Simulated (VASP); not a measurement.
A run of VASP 6.6.1 is set up as follows.

The input INCAR:

```
SYSTEM = Co
PREC = Accurate
ENCUT = 520
EDIFF = 1E-6
ISMEAR = -1
SIGMA = 0.05
LREAL = .False.
LASPH = .True.
NELM = 150
ALGO = Normal
ISIF = 2
LWAVE = .False.
LCHARG = .True.
ISPIN = 2
MAGMOM = 1.898
LORBIT = 11
LMAXMIX = 4
GGA = PE
LELF = .True.
LVHAR = .True.
NBANDS = 14
```

KPOINTS

```
Automatic mesh
0
Gamma
  22 22 22
  0 0 0
```

The input POSCAR:

```
Co
1.0
    2.3709083568      0.0000000000      0.0000000000
    0.0000000000      2.3709083568      0.0000000000
    0.0000000000      0.0000000000      2.3709083568
Co
1
Direct
    0.0000000000      0.0000000000      0.0000000000
```

Potentials or basis: VASP PAW PBE potentials, release 64 (Co).

Command:

```sh
$ cat potpaw_PBE.64/Co/POTCAR > POTCAR
$ mpirun -np 1 vasp_std > vasp.out
```

(1) Predict the pressure.

(2) What does it give for the net moment?

(3) Estimate the site moments.

## Answers

(1) -5.9 GPa.

(2) 1.89 μB per cell.

(3) Co +1.90 μB.

Caveat: the cell stands under tension.
